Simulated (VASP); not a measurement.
# Hf2Si3 (R-3m) in VASP: a series of runs

The runs below take Hf2Si3 through single point, with PBE.

All numbers are computed with VASP 6.6.1; they aren't measurements. Logs are shortened: lines on timing, memory, paths and dates and some standing lists are left out, and cuts for length are marked.

## Step 1: The cell of the first run

It takes space group R-3m (No. 166, trigonal). Conventional cell: a = 3.485 Å, b = 3.485 Å, c = 24.235 Å, α = 90.00°, β = 90.00°, γ = 120.00°. Within 3.2 Å of Hf (site symmetry 3m) lie 6 Si at 2.44 to 2.58 Å. Within 3.4 Å of Si (site symmetry -3m) lie 6 Hf at 2.58 Å. Within 3.2 Å of Si (site symmetry 3m) lie 3 Hf at 2.44 Å and 3 Si at 2.89 Å.

## Step 2: Single point, PBE

INCAR reads:

```
SYSTEM = Hf2Si3
ALGO = Normal
EDIFF = 1E-6
ENCUT = 520
GGA = PE
ISIF = 2
ISMEAR = 0
LASPH = .TRUE.
LCHARG = .FALSE.
LREAL = .FALSE.
LWAVE = .FALSE.
NBANDS = 24
NELM = 100
PREC = Accurate
SIGMA = 0.1
```

KPOINTS reads:

```
k-points
0
G
  6 6 6
  0 0 0
```

POSCAR reads:

```
Hf2Si3
1.0
    1.7427260434      1.0061633503      8.0784192188
   -1.7427260434      1.0061633503      8.0784192188
    0.0000000000     -2.0123267006      8.0784192188
Hf Si
2 3
Direct
    0.4000000000      0.4000000000      0.4000000000
    0.6000000000      0.6000000000      0.6000000000
    0.0000000000      0.0000000000      0.0000000000
    0.2095000000      0.2095000000      0.2095000000
    0.7905000000      0.7905000000      0.7905000000
```

Potentials or basis: VASP PAW PBE potentials, release 64 (Hf_pv, Si).

On the command line:

```bash
$ cat potpaw_PBE.64/Hf_pv/POTCAR potpaw_PBE.64/Si/POTCAR > POTCAR
$ mpirun -np 1 vasp_std > vasp.out
```

OUTCAR:

```text
SYSTEM = Hf2Si3
   EDIFF = 1E-6
   ENCUT = 520
   GGA = PE
   ISIF = 2
   ISMEAR = 0
   LASPH = .TRUE.
   LREAL = .FALSE.
   NELM = 100
   PREC = Accurate

 ion  position               nearest neighbor table
   1  0.400  0.400  0.400-   5 2.44   5 2.44   5 2.44   3 2.58   3 2.58   3 2.58   2 3.81   2 3.81
                             2 3.81
   2  0.600  0.600  0.600-   4 2.44   4 2.44   4 2.44   3 2.58   3 2.58   3 2.58   1 3.81   1 3.81
                             1 3.81
   3  0.000  0.000  0.000-   2 2.58   2 2.58   1 2.58   1 2.58   2 2.58   1 2.58
   4  0.209  0.209  0.209-   2 2.44   2 2.44   2 2.44   5 2.89   5 2.89   5 2.89
   5  0.791  0.791  0.791-   1 2.44   1 2.44   1 2.44   4 2.89   4 2.89   4 2.89

  LATTYP: Found a trigonal (rhomboedric) cell.
 ALAT       =     8.3252817264
 COS(alpha) =     0.9123624232

  Lattice vectors:

 A1 = (   1.7427260434,   1.0061633503,   8.0784192188)
 A2 = (  -1.7427260434,   1.0061633503,   8.0784192188)
 A3 = (   0.0000000000,  -2.0123267006,   8.0784192188)

Analysis of symmetry for initial positions (statically):
=====================================================================
 Subroutine PRICEL returns:
 Original cell was already a primitive cell.

 Routine SETGRP: Setting up the symmetry group for a
 trigonal (rhombohedral) supercell.

 Subroutine GETGRP returns: Found 12 space group operations
 (whereof 12 operations were pure point group operations)
 out of a pool of 12 trial point group operations.

The static configuration has the point symmetry D_3d.

Analysis of symmetry for dynamics (positions and initial velocities):
=====================================================================
 Subroutine PRICEL returns:
 Original cell was already a primitive cell.

 Routine SETGRP: Setting up the symmetry group for a
 trigonal (rhombohedral) supercell.

 Subroutine GETGRP returns: Found 12 space group operations
 (whereof 12 operations were pure point group operations)
 out of a pool of 12 trial point group operations.

The dynamic configuration has the point symmetry D_3d.

 Subroutine INISYM returns: Found 12 space group operations
 (whereof 12 operations are pure point group operations),
 and found     1 'primitive' translations

[... 99 lines left out ...]
   NELM   =    100;   NELMIN=  2; NELMDL= -5     # of ELM steps
   EDIFF  = 0.1E-05   stopping-criterion for ELM
   LREAL  =      F    real-space projection
   EDIFFG = 0.1E-04   stopping-criterion for IOM
   NSW    =      0    number of steps for IOM
   IBRION =     -1    ionic relax: 0-MD 1-quasi-New 2-CG
   NFREE  =      0    steps in history (QN), initial steepest desc. (CG)
   ISIF   =      2    stress and relaxation
   ISYM   =      2    0-nonsym 1-usesym 2-fastsym
   POTIM  = 0.5000    time-step for ionic-motion
   TEBEG  =    0.0;   TEEND  =   0.0 temperature during run
   PSTRESS=    0.0 pullay stress
   NELECT =      32.0000    total number of electrons
   NUPDOWN=      -1.0000    fix difference up-down
   EMIN   =  10.00;   EMAX   =-10.00  energy-range for DOS
   EFERMI =   0.00;   METHOD = LEGACY
   ISMEAR =     0;   SIGMA  =   0.10  broadening in eV -4-tet -1-fermi 0-gaus
   EFERMI_NEDOS =   21; number of points for ismear=-14 and -15
   IALGO  =     38    algorithm
   IMIX   =      4    mixing-type and parameters
     AMIX     =   0.40;   BMIX     =  1.00
     AMIX_MAG =   1.60;   BMIX_MAG =  1.00
  volume/ion in A,a.u.               =      17.00       114.71
  Fermi-wavevector in a.u.,A,eV,Ry     =   1.182133  2.233908 19.013310  1.397439
  Thomas-Fermi vector in A             =   2.318393
   LORBIT       =      0    0 simple, 1 ext, 2 COOP (PROOUT), +10 PAW based schemes
   GGA     = PE    functional components
   LHFCALC =     F    Hartree Fock is set to
   AEXX    =    0.0000 exact exchange contribution
   IVDW    =     0    specifies the selected vdW correction
   LEPSILON=     F    determine dielectric tensor
   LRPA    =     F    only Hartree local field effects (RPA)
 non-spin polarized calculation
 Gauss-broadening in eV      SIGMA  =   0.10
  energy-cutoff  :      520.00
  volume of cell :       84.99
 maximum number of plane-waves:      2331
 NGX is ok and might be reduce to    64
   NGX = 31   NGY = 31   NGZ = 31

 number of electron      32.0000001 magnetization

 Free energy of the ion-electron system (eV)
  ---------------------------------------------------
  ext. energy  EPLUGINS =         0.00000000
  ---------------------------------------------------
  free energy    TOTEN  =       -33.92946091 eV

  energy without entropy =      -33.91063457  energy(sigma->0) =      -33.92004774

 E-fermi :   7.1056     XC(G=0): -11.2703

 val. band max:        7.1024038354   @ k =   0.3333   0.3333  -0.0000
 cond. band min:       7.1057690151   @ k =   0.3333   0.1667   0.1667
 fundamental gap:      0.0033651797
 Fermi energy:         7.1055706398

 k-point     1 :       0.0000    0.0000    0.0000
  band No.  band energies     occupation
      1     -23.0109      2.00000
      2     -22.9097      2.00000
      3     -22.7485      2.00000
      4     -22.7485      2.00000
      5     -22.7405      2.00000
      6     -22.7405      2.00000
[... 637 lines left out ...]
     23      11.8979      0.00000
     24      11.9452      0.00000

 [... further k-points ...]

------------------------ aborting loop because EDIFF is reached ----------------------------------------

  FORCE on cell =-STRESS in cart. coord.  units (eV):
  Direction    XX          YY          ZZ          XY          YZ          ZX
  --------------------------------------------------------------------------------------
  -------------------------------------------------------------------------------------
  Total       13.6529395     13.6529395     10.9583863      0.0000000      0.0000000      0.0000000
  in kB      257.3721171    257.3721171    206.5769861      0.0000000      0.0000000      0.0000000
  external PRESSURE =     240.4404068 kB  Pullay stress =       0.0000000 kB

 VOLUME and BASIS-vectors are now :
 -----------------------------------------------------------------------------
  energy-cutoff  :      520.00
  volume of cell :       84.99
      direct lattice vectors                 reciprocal lattice vectors
     1.742726043  1.006163350  8.078419219     0.286906827  0.165645734  0.041262198
    -1.742726043  1.006163350  8.078419219    -0.286906827  0.165645734  0.041262198
     0.000000000 -2.012326701  8.078419219     0.000000000 -0.331291468  0.041262198

 POSITION                                       TOTAL-FORCE (eV/Angst)
 -----------------------------------------------------------------------------------
      0.00000      0.00000      9.69410        -0.000000     -0.000000     -2.593297
      0.00000      0.00000     14.54115        -0.000000      0.000000      2.593297
      0.00000      0.00000      0.00000         0.000000      0.000000      0.000000
      0.00000      0.00000      5.07729        -0.000000      0.000000     -4.553938
      0.00000      0.00000     19.15797        -0.000000      0.000000      4.553938
 -----------------------------------------------------------------------------------
    total drift:                               -0.000000     -0.000000     -0.000000

  FREE ENERGIE OF THE ION-ELECTRON SYSTEM (eV)
  ---------------------------------------------------
  free  energy   TOTEN  =       -33.9294609091 eV

  energy  without entropy=      -33.9106345721  energy(sigma->0) =      -33.92004774
```

OSZICAR:

```text
N       E                     dE             d eps       ncg     rms          rms(c)
DAV:   1     0.102174330453E+03    0.10217E+03   -0.15819E+04  1536   0.121E+03
DAV:   2    -0.298994814212E+02   -0.13207E+03   -0.12395E+03  1888   0.269E+02
DAV:   3    -0.351351282790E+02   -0.52356E+01   -0.50357E+01  2064   0.378E+01
DAV:   4    -0.352136026315E+02   -0.78474E-01   -0.78399E-01  1768   0.543E+00
DAV:   5    -0.352151184118E+02   -0.15158E-02   -0.15147E-02  2080   0.668E-01    0.782E+01
DAV:   6    -0.341102156418E+02    0.11049E+01   -0.18568E+00  1872   0.689E+00    0.469E+01
DAV:   7    -0.340360496943E+02    0.74166E-01   -0.22101E+00  1800   0.723E+00    0.410E+00
DAV:   8    -0.339424164078E+02    0.93633E-01   -0.32658E-01  1928   0.321E+00    0.287E+00
DAV:   9    -0.339317020174E+02    0.10714E-01   -0.14377E-01  1856   0.183E+00    0.190E+00
DAV:  10    -0.339294092041E+02    0.22928E-02   -0.10656E-02  1928   0.583E-01    0.225E-01
DAV:  11    -0.339294702519E+02   -0.61048E-04   -0.11128E-03  1952   0.169E-01    0.129E-01
DAV:  12    -0.339294601595E+02    0.10092E-04   -0.37550E-05  1936   0.348E-02    0.402E-02
DAV:  13    -0.339294609091E+02   -0.74955E-06   -0.62761E-06  1968   0.120E-02
   1 F= -.33929461E+02 E0= -.33920048E+02  d E =-.188263E-01
```

It took 2.5 min on 1 thread of Intel Xeon 6975P-C (Granite Rapids), shared host; peak memory 0.55 GiB.

What came out:

| Quantity | Value |
| --- | --- |
| Free energy | -33.9295 eV |
| Pressure | 24.0 GPa |
| Largest force | 4.554 eV/Å |
| Band gap on the k mesh | zero (band 16 reaches 8.51 eV, above the bottom of band 17 at 6.82 eV) |

Forces in eV/Å, atoms in the order of the input:
```
Hf   0.000  0.000 -2.593
Hf   0.000  0.000  2.593
Si   0.000  0.000  0.000
Si   0.000  0.000 -4.554
Si   0.000  0.000  4.554
```

Stress tensor (GPa, compression positive):
```
25.74  0.00  0.00
 0.00 25.74  0.00
 0.00  0.00 20.66
```

Levels at points of the mesh, in eV from the Fermi level:
```tsv
k point	band 13	band 14	band 15	band 16	band 17	band 18	band 19	band 20
(0.00, 0.00, 0.00)	-1.51	-0.79	-0.79	1.40	1.40	2.22	2.22	2.44
(0.50, 0.00, 0.00)	-2.60	-1.43	-0.97	-0.66	0.31	0.66	1.95	3.00
(0.50, 0.50, 0.00)	-2.29	-1.79	-0.69	0.05	0.16	0.63	1.78	1.89
(0.50, 0.50, 0.50)	-0.91	-0.62	-0.62	1.19	1.19	1.41	2.40	2.40
```

Caveat: spin-orbit coupling is left out, which moves the levels of the heavy elements; forces of over 1 eV/Å act on the atoms, so gaps and moduli don't describe the material at rest.

(Continued in part 2 of 2.)
